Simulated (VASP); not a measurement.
# Rh in VASP: relaxation of the atoms with PBE

Aim: the relaxation of the atoms of Rh with PBE.

Program: VASP 6.6.1. These are calculated values, not measurements. Logs are shortened: lines on timing, memory, paths and dates and some standing lists are left out, and cuts for length are marked.

## 1. The cell of the first run

The cell holds a slab with vacuum, 3 atoms: a = 2.708 Å, b = 2.708 Å, c = 18.422 Å, α = 90.00°, β = 90.00°, γ = 120.00°.

## 2. Relaxation of the atoms, PBE

The input, INCAR:

```
ALGO = Normal
DIPOL = 0.5 0.5 0.500
EDIFF = 1E-7
EDIFFG = -0.03
ENCUT = 450
GGA = PE
GGA_COMPAT = False
IBRION = 2
IDIPOL = 3
ISIF = 2
ISMEAR = 0
LASPH = True
LCHARG = False
LDIPOL = True
LREAL = False
LWAVE = False
NELM = 120
NELMDL = -8
NELMIN = 4
NSW = 70
PREC = Accurate
SIGMA = 0.1
```

The input, KPOINTS:

```
k-points
0
Gamma
  12 12 1
```

The input, POSCAR:

```
Rh
1.0
    2.7081700572      0.0000000000      0.0000000000
   -1.3540850286      2.3453440673      0.0000000000
    0.0000000000      0.0000000000     18.4224231846
Rh
3
Selective dynamics
Direct
    0.6666666667      0.3333333333      0.3799717296  F F F
    0.3333333333      0.6666666667      0.5000000000  T T T
    0.0000000000      0.0000000000      0.6200282704  T T T
```

Potentials or basis: VASP PAW PBE potentials, release 64 (Rh_pv).

The run is started by

```bash
$ cat potpaw_PBE.64/Rh_pv/POTCAR > POTCAR
$ mpirun -np 1 vasp_std > vasp.out
```

OUTCAR:

```text
EDIFF = 1E-7
   EDIFFG = -0.03
   ENCUT = 450
   GGA = PE
   IBRION = 2
   ISIF = 2
   ISMEAR = 0
   LASPH = True
   LREAL = False
   NELM = 120
   NELMDL = -8
   NELMIN = 4
   NSW = 70
   PREC = Accurate

 ion  position               nearest neighbor table
   1  0.667  0.333  0.380-   2 2.71   2 2.71   2 2.71
   2  0.333  0.667  0.500-   1 2.71   3 2.71   1 2.71   3 2.71   3 2.71   1 2.71
   3  0.000  0.000  0.620-   2 2.71   2 2.71   2 2.71

  LATTYP: Found a hexagonal cell.
 ALAT       =     2.7081700572
 C/A-ratio  =     6.8025355851

  Lattice vectors:

 A1 = (   2.7081700572,   0.0000000000,   0.0000000000)
 A2 = (  -1.3540850286,   2.3453440673,   0.0000000000)
 A3 = (   0.0000000000,   0.0000000000,  18.4224231846)

Analysis of symmetry for initial positions (statically):
=====================================================================
 Subroutine PRICEL returns:
 Original cell was already a primitive cell.

 Routine SETGRP: Setting up the symmetry group for a
 hexagonal supercell.

 Subroutine GETGRP returns: Found 12 space group operations
 (whereof  6 operations were pure point group operations)
 out of a pool of 24 trial point group operations.

The static configuration has the point symmetry C_3v.
 The point group associated with its full space group is D_3d.

Analysis of symmetry for dynamics (positions and initial velocities):
=====================================================================
 Subroutine PRICEL returns:
 Original cell was already a primitive cell.

 Routine SETGRP: Setting up the symmetry group for a
 hexagonal supercell.

 Subroutine GETGRP returns: Found 12 space group operations
 (whereof  6 operations were pure point group operations)
 out of a pool of 24 trial point group operations.

The dynamic configuration has the point symmetry C_3v.
 The point group associated with its full space group is D_3d.

Analysis of constrained symmetry for selective dynamics:
=====================================================================
 Subroutine PRICEL returns:
 Original cell was already a primitive cell.

 Routine SETGRP: Setting up the symmetry group for a
 hexagonal supercell.

 Subroutine GETGRP returns: Found  6 space group operations
 (whereof  6 operations were pure point group operations)
 out of a pool of 24 trial point group operations.

The constrained configuration has the point symmetry C_3v.

 Subroutine INISYM returns: Found  6 space group operations
 (whereof  6 operations are pure point group operations),
 and found     1 'primitive' translations

----------------------------------------------------------------------------------------

                                     Primitive cell

  volume of cell :     117.0117

  direct lattice vectors                    reciprocal lattice vectors
     2.708170057  0.000000000  0.000000000     0.369253030  0.213188336  0.000000000
    -1.354085029  2.345344067  0.000000000     0.000000000  0.426376673  0.000000000
     0.000000000  0.000000000 18.422423185     0.000000000  0.000000000  0.054281676

  length of vectors
     2.708170057  2.708170057 18.422423185     0.426376673  0.426376673  0.054281676

  position of ions in fractional coordinates (direct lattice)
     0.666666667  0.333333333  0.379971730
     0.333333333  0.666666667  0.500000000
     0.000000000  0.000000000  0.620028270

  ion indices of the primitive-cell ions
   primitive index   ion index
                 1           1
                 2           2
                 3           3

----------------------------------------------------------------------------------------

 KPOINTS: k-points

Automatic generation of k-mesh.
 Grid dimensions read from file:
 generate k-points for:   12   12    1

 Generating k-lattice:

  Cartesian coordinates                     Fractional coordinates (reciprocal lattice)
     0.030771086  0.017765695  0.000000000     0.083333333  0.000000000  0.000000000
     0.000000000  0.035531389  0.000000000     0.000000000  0.083333333  0.000000000
     0.000000000  0.000000000  0.054281676     0.000000000  0.000000000  1.000000000

  Length of vectors
     0.035531389  0.035531389  0.054281676

  Shift w.r.t. Gamma in fractional coordinates (k-lattice)
     0.000000000  0.000000000  0.000000000

 Subroutine IBZKPT returns following result:
 ===========================================

 Found     19 irreducible k-points:

 Following reciprocal coordinates:
            Coordinates               Weight
  0.000000  0.000000  0.000000      1.000000
  0.083333  0.000000  0.000000      6.000000
  0.166667 -0.000000  0.000000      6.000000
  0.250000  0.000000  0.000000      6.000000
  0.333333  0.000000  0.000000      6.000000
  0.416667  0.000000  0.000000      6.000000
[... 11 lines left out ...]
  0.333333  0.250000  0.000000     12.000000
  0.333333  0.333333  0.000000      2.000000
   k-points           NKPTS =     19   k-points in BZ     NKDIM =     19   number of bands    NBANDS=     27
   number of dos      NEDOS =    301   number of ions     NIONS =      3
   total plane-waves  NPLWV =  51200
   dimension x,y,z NGX =    20 NGY =   20 NGZ =  128
   dimension x,y,z NGXF=    40 NGYF=   40 NGZF=  256
   ions per type =               3
   NGX,Y,Z   is equivalent  to a cutoff of  12.28, 12.28, 11.55 a.u.
   NGXF,Y,Z  is equivalent  to a cutoff of  24.55, 24.55, 23.10 a.u.
 SYSTEM =  unknown system
   PREC   = accura    normal or accurate (medium, high low for compatibility)
   ISTART =      0    job   : 0-new  1-cont  2-samecut
   ICHARG =      2    charge: 1-file 2-atom 10-const
   ISPIN  =      1    spin polarized calculation?
   LNONCOLLINEAR =      F non collinear calculations
   LSORBIT =      F    spin-orbit coupling
   LASPH  =      T    aspherical Exc in radial PAW
   ENCUT  =  450.0 eV  33.07 Ry    5.75 a.u.   4.68  4.68 31.86*2*pi/ulx,y,z
   NELM   =    120;   NELMIN=  4; NELMDL= -8     # of ELM steps
   EDIFF  = 0.1E-06   stopping-criterion for ELM
   LREAL  =      F    real-space projection
   EDIFFG = -.3E-01   stopping-criterion for IOM
   NSW    =     70    number of steps for IOM
   IBRION =      2    ionic relax: 0-MD 1-quasi-New 2-CG
   NFREE  =      1    steps in history (QN), initial steepest desc. (CG)
   ISIF   =      2    stress and relaxation
   ISYM   =      2    0-nonsym 1-usesym 2-fastsym
   POTIM  = 0.5000    time-step for ionic-motion
   TEBEG  =    0.0;   TEEND  =   0.0 temperature during run
   PSTRESS=    0.0 pullay stress
   NELECT =      45.0000    total number of electrons
   NUPDOWN=      -1.0000    fix difference up-down
   EMIN   =  10.00;   EMAX   =-10.00  energy-range for DOS
   EFERMI =   0.00;   METHOD = LEGACY
   ISMEAR =     0;   SIGMA  =   0.10  broadening in eV -4-tet -1-fermi 0-gaus
   EFERMI_NEDOS =   21; number of points for ismear=-14 and -15
   IALGO  =     38    algorithm
   IMIX   =      4    mixing-type and parameters
     AMIX     =   0.40;   BMIX     =  1.00
     AMIX_MAG =   1.60;   BMIX_MAG =  1.00
  volume/ion in A,a.u.               =      39.00       263.21
  Fermi-wavevector in a.u.,A,eV,Ry     =   1.190518  2.249753 19.283983  1.417333
  Thomas-Fermi vector in A             =   2.326601
   LORBIT       =      0    0 simple, 1 ext, 2 COOP (PROOUT), +10 PAW based schemes
   GGA     = PE    functional components
   LHFCALC =     F    Hartree Fock is set to
   AEXX    =    0.0000 exact exchange contribution
   IVDW    =     0    specifies the selected vdW correction
   LEPSILON=     F    determine dielectric tensor
   LRPA    =     F    only Hartree local field effects (RPA)
 conjugate gradient relaxation of ions
 non-spin polarized calculation
 Gauss-broadening in eV      SIGMA  =   0.10
  energy-cutoff  :      450.00
  volume of cell :      117.01
 maximum number of plane-waves:      2563
 NGX is ok and might be reduce to    20
   NGX =  9   NGY =  9   NGZ = 63

--------------------------------------- Ionic step        1  -------------------------------------------

 number of electron      45.0000002 magnetization

 Free energy of the ion-electron system (eV)
  ---------------------------------------------------
  ext. energy  EPLUGINS =         0.00000000
  ---------------------------------------------------
  free energy    TOTEN  =       -20.15521227 eV

  energy without entropy =      -20.12437260  energy(sigma->0) =      -20.13979243

------------------------ aborting loop because EDIFF is reached ----------------------------------------

  FORCE on cell =-STRESS in cart. coord.  units (eV):
  Direction    XX          YY          ZZ          XY          YZ          ZX
  --------------------------------------------------------------------------------------
  -------------------------------------------------------------------------------------
  Total       -2.5930613     -2.5930613     -2.2196359      0.0000000      0.0000000      0.0000000
  in kB      -35.5053766    -35.5053766    -30.3922650      0.0000000      0.0000000      0.0000000
  external PRESSURE =     -33.8010061 kB  Pullay stress =       0.0000000 kB
[... 129 lines left out ...]
  FREE ENERGIE OF THE ION-ELECTRON SYSTEM (eV)
  ---------------------------------------------------
  free  energy   TOTEN  =       -20.1797119463 eV

  energy  without entropy=      -20.1520721385  energy(sigma->0) =      -20.16589204

 dipolmoment           0.000000      0.000000     -0.000024 electrons x Angstroem

--------------------------------------- Ionic step        5  -------------------------------------------

 number of electron      45.0000008 magnetization

 dipolmoment           0.000000      0.000000      0.000007 electrons x Angstroem

 Free energy of the ion-electron system (eV)
  ---------------------------------------------------
  ext. energy  EPLUGINS =         0.00000000
  ---------------------------------------------------
  free energy    TOTEN  =       -20.18641078 eV

  energy without entropy =      -20.16000570  energy(sigma->0) =      -20.17320824

 E-fermi :   0.9262     XC(G=0):  -5.9675

 val. band max:        0.9211715647   @ k =   0.3333   0.3333   0.0000
 cond. band min:       0.9434630449   @ k =   0.1667   0.0833   0.0000
 fundamental gap:      0.0222914802
 Fermi energy:         0.9261930260

 k-point     1 :       0.0000    0.0000    0.0000
  band No.  band energies     occupation
      1     -46.0724      2.00000
      2     -45.6236      2.00000
      3     -45.6236      2.00000
      4     -45.3372      2.00000
      5     -45.2245      2.00000
      6     -45.1475      2.00000
[... 559 lines left out ...]
     26       8.0154      0.00000
     27       8.2254      0.00000

------------------------ aborting loop because EDIFF is reached ----------------------------------------

 vacuum level on the upper side and lower side of the slab       (xc-potential included)        -0.020        -0.020

  FORCE on cell =-STRESS in cart. coord.  units (eV):
  Direction    XX          YY          ZZ          XY          YZ          ZX
  --------------------------------------------------------------------------------------
  -------------------------------------------------------------------------------------
  Total       -1.8068985     -1.8068985     -0.0916739      0.0000000      0.0000000      0.0000000
  in kB      -24.7408774    -24.7408774     -1.2552414      0.0000000      0.0000000      0.0000000
  external PRESSURE =     -16.9123320 kB  Pullay stress =       0.0000000 kB

 VOLUME and BASIS-vectors are now :
 -----------------------------------------------------------------------------
  energy-cutoff  :      450.00
  volume of cell :      117.01
      direct lattice vectors                 reciprocal lattice vectors
     2.708170057  0.000000000  0.000000000     0.369253030  0.213188336  0.000000000
    -1.354085029  2.345344067  0.000000000     0.000000000  0.426376673  0.000000000
     0.000000000  0.000000000 18.422423185     0.000000000  0.000000000  0.054281676
[... 9 lines left out ...]
  FREE ENERGIE OF THE ION-ELECTRON SYSTEM (eV)
  ---------------------------------------------------
  free  energy   TOTEN  =       -20.1864107750 eV

  energy  without entropy=      -20.1600056992  energy(sigma->0) =      -20.17320824

 reached required accuracy - stopping structural energy minimisation

 vacuum level on the upper side and lower side of the slab         5.997         5.997
```

It took 5 min on 1 thread of Intel Xeon Platinum 8259CL at 2.50GHz (Skylake/Cascade Lake), shared host; peak memory 0.23 GiB.

What came out:

```yaml
Free_energy: -20.1864 eV
Energy_gained_by_relaxing: 10.4 meV/atom
Ionic_steps: 5
Band_gap_on_the_k_mesh: zero (an odd number of electrons rules out a gap without spin polarisation)
```

Step by step:
```
step  energy change (eV)  largest force on free atoms (eV/Å)  pressure (GPa)
   1              0.0000                              0.4859           -3.38
   2             -0.0096                              0.3315           -3.07
   3             -0.0171                              0.4364           -2.46
   4             -0.0245                              0.3032           -2.23
   5             -0.0312                              0.0140           -1.69
```

Final structure:
```xyz
3
Lattice="2.7082 0.0000 0.0000 -1.3541 2.3453 0.0000 0.0000 0.0000 18.4224" Properties=species:S:1:pos:R:3 pbc="T T T"
Rh    1.3541    0.7818    7.0000
Rh    0.0000    1.5636    9.1497
Rh    0.0000    0.0000   11.3012
```

Levels at points of the mesh, in eV from the Fermi level:
| k point | band 20 | band 21 | band 22 | band 23 | band 24 | band 25 | band 26 | band 27 |
| --- | --- | --- | --- | --- | --- | --- | --- | --- |
| (0.00, 0.00, 0.00) | -2.31 | -0.96 | -0.96 | -0.37 | -0.37 | -0.27 | 0.42 | 0.42 |
| (0.50, 0.00, 0.00) | 0.26 | 0.27 | 0.53 | 0.96 | 1.02 | 2.00 | 3.89 | 4.03 |
